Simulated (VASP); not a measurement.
# Au (Fm-3m) in VASP: a series of runs

The runs below take Au through single point, with r2SCAN, PBEsol.

Program: VASP 6.6.1. These are calculated values, not measurements. Logs are shortened: lines on timing, memory, paths and dates and some standing lists are left out, and cuts for length are marked.

## (1) The cell of the first run

It takes space group Fm-3m (No. 225, cubic). Conventional cell: a = 4.070 Å, b = 4.070 Å, c = 4.070 Å, α = 90.00°, β = 90.00°, γ = 90.00°. Within 3.8 Å of Au (site symmetry m-3m) lie 12 Au at 2.88 Å.

## (2) Single point, r2SCAN, non-collinear spin, zero start, spin-orbit coupling

Input file POSCAR:

```
Au
1.0
    0.0000000000      2.0350000000      2.0350000000
    2.0350000000      0.0000000000      2.0350000000
    2.0350000000      2.0350000000      0.0000000000
Au
1
Direct
    0.0000000000      0.0000000000      0.0000000000
```

Input file INCAR.step1:

```
SYSTEM = Au
  PREC = Accurate
  ENCUT = 520
  ISMEAR = -1
  SIGMA = 0.05
  LREAL = .FALSE.
  LASPH = .TRUE.
  NELM = 150
  MAGMOM = 0 0 0
  LSORBIT = .TRUE.
  GGA_COMPAT = .FALSE.
  LMAXMIX = 4
  NBANDS = 22
  GGA = PE
  ALGO = Normal
  EDIFF = 1E-4
  LWAVE = .TRUE.
  LCHARG = .FALSE.
```

Input file INCAR.step2:

```
SYSTEM = Au
  PREC = Accurate
  ENCUT = 520
  EDIFF = 1E-7
  ISMEAR = -1
  SIGMA = 0.05
  LREAL = .FALSE.
  LASPH = .TRUE.
  NELM = 150
  ALGO = Normal
  ISIF = 2
  LWAVE = .FALSE.
  LCHARG = .FALSE.
  MAGMOM = 0 0 0
  LORBIT = 11
  LSORBIT = .TRUE.
  GGA_COMPAT = .FALSE.
  LORBMOM = .TRUE.
  LMAXMIX = 4
  METAGGA = R2SCAN
  LMIXTAU = .TRUE.
  NBANDS = 22
  ISTART = 1
```

Input file KPOINTS:

```
regular mesh
0
G
  11 11 11
  0 0 0
```

Potentials or basis: VASP PAW PBE potentials, release 64 (Au).

Command:

```bash
> cat potpaw_PBE.64/Au/POTCAR > POTCAR
> cp INCAR.step1 INCAR
> mpirun -np 1 vasp_ncl > vasp.out
> cp INCAR.step2 INCAR
> mpirun -np 1 vasp_ncl > vasp.out
```

OUTCAR:

```text
SYSTEM = Au
   PREC = Accurate
   ENCUT = 520
   EDIFF = 1E-7
   ISMEAR = -1
   LREAL = .FALSE.
   LASPH = .TRUE.
   NELM = 150
   ISIF = 2
   LORBIT = 11
   LSORBIT = .TRUE.
   METAGGA = R2SCAN
   ISTART = 1

 ion  position               nearest neighbor table
   1  0.000  0.000  0.000-

  LATTYP: Found a face centered cubic cell.
 ALAT       =     4.0700000000

  Lattice vectors:

 A1 = (   0.0000000000,   2.0350000000,   2.0350000000)
 A2 = (   2.0350000000,   0.0000000000,   2.0350000000)
 A3 = (   2.0350000000,   2.0350000000,   0.0000000000)

Analysis of symmetry for initial positions (statically):
=====================================================================
 Subroutine PRICEL returns:
 Original cell was already a primitive cell.

 Routine SETGRP: Setting up the symmetry group for a
 face centered cubic supercell.

 Subroutine GETGRP returns: Found 48 space group operations
[... 9 lines left out ...]

 Routine SETGRP: Setting up the symmetry group for a
 face centered cubic supercell.

 Subroutine GETGRP returns: Found 48 space group operations
 (whereof 48 operations were pure point group operations)
 out of a pool of 48 trial point group operations.

The dynamic configuration has the point symmetry O_h .

Analysis of structural, dynamic, and magnetic symmetry:
=====================================================================
 Subroutine PRICEL returns:
 Original cell was already a primitive cell.

 Routine SETGRP: Setting up the symmetry group for a
 face centered cubic supercell.

 Subroutine GETGRP returns: Found 48 space group operations
 (whereof 48 operations were pure point group operations)
 out of a pool of 48 trial point group operations.

The overall configuration has the point symmetry O_h .

 Subroutine INISYM returns: Found 48 space group operations
[... 5 lines left out ...]
                                     Primitive cell

  volume of cell :      16.8548

  direct lattice vectors                    reciprocal lattice vectors
     0.000000000  2.035000000  2.035000000    -0.245700246  0.245700246  0.245700246
     2.035000000  0.000000000  2.035000000     0.245700246 -0.245700246  0.245700246
     2.035000000  2.035000000  0.000000000     0.245700246  0.245700246 -0.245700246

  length of vectors
     2.877924599  2.877924599  2.877924599     0.425565309  0.425565309  0.425565309

  position of ions in fractional coordinates (direct lattice)
     0.000000000  0.000000000  0.000000000

  ion indices of the primitive-cell ions
   primitive index   ion index
                 1           1

----------------------------------------------------------------------------------------

 KPOINTS: regular mesh

Automatic generation of k-mesh.
 Grid dimensions read from file:
 generate k-points for:   11   11   11

 Generating k-lattice:

  Cartesian coordinates                     Fractional coordinates (reciprocal lattice)
    -0.022336386  0.022336386  0.022336386     0.090909091  0.000000000  0.000000000
     0.022336386 -0.022336386  0.022336386     0.000000000  0.090909091  0.000000000
     0.022336386  0.022336386 -0.022336386     0.000000000  0.000000000  0.090909091

  Length of vectors
     0.038687755  0.038687755  0.038687755

  Shift w.r.t. Gamma in fractional coordinates (k-lattice)
     0.000000000  0.000000000  0.000000000

 Subroutine IBZKPT returns following result:
 ===========================================

 Found     56 irreducible k-points:

 Following reciprocal coordinates:
            Coordinates               Weight
  0.000000  0.000000  0.000000      1.000000
  0.090909  0.000000  0.000000      8.000000
  0.181818  0.000000  0.000000      8.000000
  0.272727  0.000000  0.000000      8.000000
  0.363636  0.000000  0.000000      8.000000
  0.454545  0.000000  0.000000      8.000000
[... 16 lines left out ...]
 -0.272727  0.181818  0.000000     24.000000
 -0.181818  0.181818  0.000000     12.000000
 [... further k-points ...]
   k-points           NKPTS =     56   k-points in BZ     NKDIM =     56   number of bands    NBANDS=     22
   number of dos      NEDOS =    301   number of ions     NIONS =      1
   total plane-waves  NPLWV =  13824
   dimension x,y,z NGX =    24 NGY =   24 NGZ =   24
   dimension x,y,z NGXF=    48 NGYF=   48 NGZF=   48
   ions per type =               1
   NGX,Y,Z   is equivalent  to a cutoff of  13.86, 13.86, 13.86 a.u.
   NGXF,Y,Z  is equivalent  to a cutoff of  27.73, 27.73, 27.73 a.u.
 SYSTEM =  Au
   PREC   = accura    normal or accurate (medium, high low for compatibility)
   ISTART =      1    job   : 0-new  1-cont  2-samecut
   ICHARG =      0    charge: 1-file 2-atom 10-const
   ISPIN  =      1    spin polarized calculation?
   LNONCOLLINEAR =      T non collinear calculations
   LSORBIT =      T    spin-orbit coupling
   LASPH  =      T    aspherical Exc in radial PAW
   ENCUT  =  520.0 eV  38.22 Ry    6.18 a.u.   5.35  5.35  5.35*2*pi/ulx,y,z
   NELM   =    150;   NELMIN=  2; NELMDL=  0     # of ELM steps
   EDIFF  = 0.1E-06   stopping-criterion for ELM
   LREAL  =      F    real-space projection
   EDIFFG = 0.1E-05   stopping-criterion for IOM
   NSW    =      0    number of steps for IOM
   IBRION =     -1    ionic relax: 0-MD 1-quasi-New 2-CG
   NFREE  =      0    steps in history (QN), initial steepest desc. (CG)
   ISIF   =      2    stress and relaxation
   ISYM   =      2    0-nonsym 1-usesym 2-fastsym
   POTIM  = 0.5000    time-step for ionic-motion
   TEBEG  =    0.0;   TEEND  =   0.0 temperature during run
   PSTRESS=    0.0 pullay stress
   NELECT =      11.0000    total number of electrons
   NUPDOWN=      -1.0000    fix difference up-down
   EMIN   =  10.00;   EMAX   =-10.00  energy-range for DOS
[... 5 lines left out ...]
     AMIX     =   0.40;   BMIX     =  1.00
     AMIX_MAG =   1.60;   BMIX_MAG =  1.00
  volume/ion in A,a.u.               =      16.85       113.74
  Fermi-wavevector in a.u.,A,eV,Ry     =   1.420032  2.683470 27.436005  2.016489
  Thomas-Fermi vector in A             =   2.540990
   LORBIT       =     11    0 simple, 1 ext, 2 COOP (PROOUT), +10 PAW based schemes
   METAGGA = R2SCAN    functional components
   LHFCALC =     F    Hartree Fock is set to
   AEXX    =    0.0000 exact exchange contribution
   IVDW    =     0    specifies the selected vdW correction
   LEPSILON=     F    determine dielectric tensor
   LRPA    =     F    only Hartree local field effects (RPA)
  energy-cutoff  :      520.00
  volume of cell :       16.85
 maximum number of plane-waves:       930
 NGX is ok and might be reduce to    24
   NGX = 11   NGY = 11   NGZ = 11

 number of electron      10.9999999 magnetization       0.0000000      0.0000000      0.0000000

 number of electron      10.9999999 magnetization      -0.0000000      0.0000000      0.0000000

 number of electron      10.9999999 magnetization       0.0000000     -0.0000000     -0.0000000

 Free energy of the ion-electron system (eV)
  ---------------------------------------------------
  ext. energy  EPLUGINS =         0.00000000
  ---------------------------------------------------
  free energy    TOTEN  =       -50.86526950 eV

  energy without entropy =      -50.86385174  energy(sigma->0) =      -50.86456062

 E-fermi :   9.5902     XC(G=0): -13.7263

 val. band max:        9.4436577392   @ k =   0.4545   0.2727   0.0000
 cond. band min:       9.6896719429   @ k =  -0.4545   0.0909   0.0000
 fundamental gap:      0.2460142037
 Fermi energy:         9.5901663825

 k-point     1 :       0.0000    0.0000    0.0000
  band No.  band energies     occupation
      1      -0.7196      1.00000
      2      -0.7196      1.00000
      3       3.8713      1.00000
      4       3.8713      1.00000
      5       3.8713      1.00000
      6       3.8713      1.00000
[... 14 lines left out ...]
     21      34.3308      0.00000
     22      34.3308      0.00000

 k-point     2 :       0.0909    0.0000    0.0000
  band No.  band energies     occupation
      1      -0.4214      1.00000
      2      -0.4214      1.00000
      3       3.8709      1.00000
      4       3.8709      1.00000
      5       3.9168      1.00000
      6       3.9168      1.00000
[... 14 lines left out ...]
     21      34.6841      0.00000
     22      34.6841      0.00000

 k-point     3 :       0.1818    0.0000    0.0000
  band No.  band energies     occupation
      1       0.3890      1.00000
      2       0.3890      1.00000
      3       3.8754      1.00000
      4       3.8754      1.00000
      5       3.9827      1.00000
      6       3.9827      1.00000
[... 14 lines left out ...]
     21      32.6567      0.00000
     22      32.6567      0.00000

 k-point     4 :       0.2727    0.0000    0.0000
  band No.  band energies     occupation
      1       1.3091      1.00000
      2       1.3091      1.00000
      3       3.9547      1.00000
      4       3.9547      1.00000
      5       4.2570      1.00000
      6       4.2570      1.00000
[... 14 lines left out ...]
     21      32.7440      0.00000
     22      32.7440      0.00000

 k-point     5 :       0.3636    0.0000    0.0000
  band No.  band energies     occupation
      1       1.6864      1.00000
      2       1.6864      1.00000
      3       3.8474      1.00000
      4       3.8474      1.00000
      5       5.0685      1.00000
      6       5.0685      1.00000
[... 417 lines left out ...]
 k-point    22 :      -0.3636    0.1818    0.0000
  band No.  band energies     occupation
      1       2.5010      1.00000
      2       2.5010      1.00000
      3       3.7031      1.00000
      4       3.7031      1.00000
      5       4.9704      1.00000
      6       4.9704      1.00000
[... 14 lines left out ...]
     21      34.2133      0.00000
     22      34.2133      0.00000

 k-point    23 :      -0.2727    0.1818    0.0000
  band No.  band energies     occupation
      1       2.5288      1.00000
      2       2.5288      1.00000
      3       3.7248      1.00000
      4       3.7248      1.00000
      5       4.3572      1.00000
      6       4.3572      1.00000
[... 14 lines left out ...]
     21      31.7851      0.00000
     22      31.7851      0.00000

 k-point    24 :      -0.1818    0.1818    0.0000
  band No.  band energies     occupation
      1       1.9101      1.00000
      2       1.9101      1.00000
      3       3.5859      1.00000
      4       3.5859      1.00000
      5       4.1568      1.00000
      6       4.1568      1.00000
[... 14 lines left out ...]
     21      32.4737      0.00000
     22      32.4737      0.00000

 [... further k-points ...]

------------------------ aborting loop because EDIFF is reached ----------------------------------------

  FORCE on cell =-STRESS in cart. coord.  units (eV):
  Direction    XX          YY          ZZ          XY          YZ          ZX
  --------------------------------------------------------------------------------------
  -------------------------------------------------------------------------------------
  Total        0.6363774      0.6363774      0.6363774     -0.0000000     -0.0000000      0.0000000
  in kB       60.4925787     60.4925787     60.4925787     -0.0000000     -0.0000000      0.0000000
  external PRESSURE =      60.4925787 kB  Pullay stress =       0.0000000 kB

 VOLUME and BASIS-vectors are now :
 -----------------------------------------------------------------------------
  energy-cutoff  :      520.00
  volume of cell :       16.85
      direct lattice vectors                 reciprocal lattice vectors
     0.000000000  2.035000000  2.035000000    -0.245700246  0.245700246  0.245700246
     2.035000000  0.000000000  2.035000000     0.245700246 -0.245700246  0.245700246
     2.035000000  2.035000000  0.000000000     0.245700246  0.245700246 -0.245700246

 POSITION                                       TOTAL-FORCE (eV/Angst)
 -----------------------------------------------------------------------------------
      0.00000      0.00000      0.00000        -0.000000     -0.000000      0.000000
 -----------------------------------------------------------------------------------
    total drift:                               -0.000000      0.000000     -0.000000

  FREE ENERGIE OF THE ION-ELECTRON SYSTEM (eV)
  ---------------------------------------------------
  free  energy   TOTEN  =       -50.8652695040 eV

  energy  without entropy=      -50.8638517389  energy(sigma->0) =      -50.86456062

 orbital moment (x)

 # of ion     p       d       tot
 ----------------------------------------
  1         0.000   0.000   0.000
 ----------------------------------------
            0.000   0.000   0.000

 orbital moment (y)

 # of ion     p       d       tot
 ----------------------------------------
  1         0.000  -0.000  -0.000
 ----------------------------------------
            0.000  -0.000  -0.000

 orbital moment (z)

 # of ion     p       d       tot
 ----------------------------------------
  1         0.000   0.000   0.000
 ----------------------------------------
            0.000   0.000   0.000

 Spin-Orbit-Coupling matrix elements

 Ion:    1  E_soc:     -0.5549942
 l=   1
     0.0000000    -0.0253709    -0.0253709
    -0.0253709     0.0000000    -0.0253709
    -0.0253709    -0.0253709     0.0000000
 l=   2
     0.0000000    -0.0145679     0.0000000    -0.0145679    -0.0525602
    -0.0145679     0.0000000    -0.0394202    -0.0145679    -0.0131401
     0.0000000    -0.0394202     0.0000000    -0.0394202     0.0000000
    -0.0145679    -0.0145679    -0.0394202     0.0000000    -0.0131401
    -0.0525602    -0.0131401     0.0000000    -0.0131401     0.0000000
 l=   3
     0.0000000     0.0000000     0.0000000     0.0000000     0.0000000     0.0000000     0.0000000
     0.0000000     0.0000000     0.0000000     0.0000000     0.0000000     0.0000000     0.0000000
     0.0000000     0.0000000     0.0000000     0.0000000     0.0000000     0.0000000     0.0000000
     0.0000000     0.0000000     0.0000000     0.0000000     0.0000000     0.0000000     0.0000000
     0.0000000     0.0000000     0.0000000     0.0000000     0.0000000     0.0000000     0.0000000
     0.0000000     0.0000000     0.0000000     0.0000000     0.0000000     0.0000000     0.0000000
     0.0000000     0.0000000     0.0000000     0.0000000     0.0000000     0.0000000     0.0000000

 total charge

# of ion       s       p       d       tot
------------------------------------------
    1        0.550   0.375   8.774   9.699

 magnetization (x)

# of ion       s       p       d       tot
------------------------------------------
    1       -0.000  -0.000   0.000  -0.000

 magnetization (y)

# of ion       s       p       d       tot
------------------------------------------
    1       -0.000  -0.000   0.000  -0.000

 magnetization (z)

# of ion       s       p       d       tot
------------------------------------------
    1       -0.000  -0.000   0.000  -0.000
```

Run time: 2.6 min. Hardware: 1 thread of Intel Xeon Platinum 8488C (Sapphire Rapids), shared host; peak memory 0.23 GiB.

Results:

| Property | Result |
| --- | --- |
| Free energy | -50.8653 eV |
| Pressure | 6.0 GPa |
| Net moment | 0.00 μB per cell |
| Valence electrons inside the program's atomic spheres | Au 9.70 |

Moments on the atoms (μB; x, y, z):
```
Au  0.00 0.00 0.00
```

Caveat: the PAW data sets were made with another functional, which shifts forces and pressure a little.

(Part 1 of 2 ends here.)
